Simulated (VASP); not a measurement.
Y5F: relaxation of cell and atoms with PBE

Crystal: Y5F.

```
CELL_PARAMETERS angstrom
3.56431 0.00000 0.00000
-1.78215 3.08678 0.00000
0.00000 0.00000 15.10054
ATOMIC_POSITIONS crystal
Y 0.66667 0.33333 0.87903
Y 0.00000 0.00000 0.69293
Y 0.66667 0.33333 0.50000
Y 0.00000 0.00000 0.30707
Y 0.66667 0.33333 0.12097
F 0.00000 0.00000 0.00000
```

The cell was generated, and may not be a known phase.

```json
{
 "Program": "VASP 6.6.1",
 "Task": "relaxation of cell and atoms",
 "Functional": "PBE",
 "Potentials or basis": "VASP PAW PBE potentials, release 64 (Y_sv, F)",
 "Cutoff": "600 eV",
 "k mesh": "12 × 12 × 2",
 "Occupations": "gaussian, width 0.1 eV",
 "Spin": "no spin polarisation",
 "Dipole correction": "no",
 "Further INCAR settings": "ALGO = Normal; EDIFF = 1e-06; IBRION = 2; EDIFFG = -0.01; NSW = 100; ISIF = 3"
}
```

| Item | Value |
| --- | --- |
| Relaxed volume | 27.61 Å³/atom |
| Relaxed cell | a = 3.587 Å, b = 3.587 Å, c = 14.864 Å, α = 90.00°, β = 90.00°, γ = 120.00° |
| Space group after relaxing (to 0.1 Å) | P-6m2 (No. 187) |
| Energy gained by relaxing | 1.9 meV/atom |
| Ionic steps | 9 |
| Pressure after relaxing | 0.0 GPa |
| Largest force after relaxing | 0.007 eV/Å |
| Band gap on the k mesh | zero (bands 31 and 32 overlap by 1.16 eV) |

Forces on the atoms (eV/Å):
```
Y    0.000  0.000 -0.007
Y    0.000  0.000  0.004
Y    0.000  0.000  0.000
Y    0.000  0.000 -0.004
Y    0.000  0.000  0.007
F    0.000  0.000  0.000
```

The path:
```tsv
step	energy change (eV)	largest force (eV/Å)	pressure (GPa)	volume (Å³)
1	0.0000	0.0659	-0.14	166.14
2	-0.0059	0.0644	0.03	165.54
3	-0.0079	0.0932	0.22	164.93
4	-0.0094	0.0713	-0.02	165.82
5	-0.0095	0.0656	-0.08	166.07
6	-0.0103	0.0409	-0.05	165.91
7	-0.0109	0.0435	0.01	165.58
8	-0.0112	0.0279	0.01	165.60
9	-0.0114	0.0066	0.01	165.64
```

Final structure:
```cif
data_structure
_symmetry_space_group_name_H-M 'P 1'
_symmetry_Int_Tables_number 1
_cell_length_a 3.5872
_cell_length_b 3.5872
_cell_length_c 14.8637
_cell_angle_alpha 90.000
_cell_angle_beta 90.000
_cell_angle_gamma 120.000
_cell_volume 165.64
loop_
_atom_site_label
_atom_site_type_symbol
_atom_site_fract_x
_atom_site_fract_y
_atom_site_fract_z
_atom_site_occupancy
Y1 Y 0.66667 0.33333 0.88136 1
Y2 Y 0.00000 0.00000 0.69462 1
Y3 Y 0.66667 0.33333 0.50000 1
Y4 Y 0.00000 0.00000 0.30538 1
Y5 Y 0.66667 0.33333 0.11864 1
F1 F 0.00000 0.00000 0.00000 1
```

Levels at points of the mesh, in eV from the Fermi level:
| k point | band 28 | band 29 | band 30 | band 31 | band 32 | band 33 | band 34 | band 35 |
| --- | --- | --- | --- | --- | --- | --- | --- | --- |
| (0.00, 0.00, 0.00) | -1.99 | -1.66 | 0.10 | 0.71 | 1.20 | 1.58 | 1.58 | 1.61 |
| (0.50, 0.00, 0.00) | -1.19 | -1.04 | -0.56 | -0.54 | -0.05 | -0.05 | 1.05 | 1.40 |
| (0.00, 0.00, 0.50) | -2.35 | -1.58 | 0.02 | 0.95 | 1.02 | 1.59 | 1.60 | 1.60 |
| (0.50, 0.00, 0.50) | -1.20 | -1.02 | -0.81 | -0.20 | -0.19 | -0.01 | 1.12 | 1.29 |

Run time: 35 min on 1 thread of Intel(R) Xeon(R) Platinum 8259CL CPU @ 2.50GHz (Skylake/Cascade Lake), with other jobs on the host, peak memory 0.49 GiB.
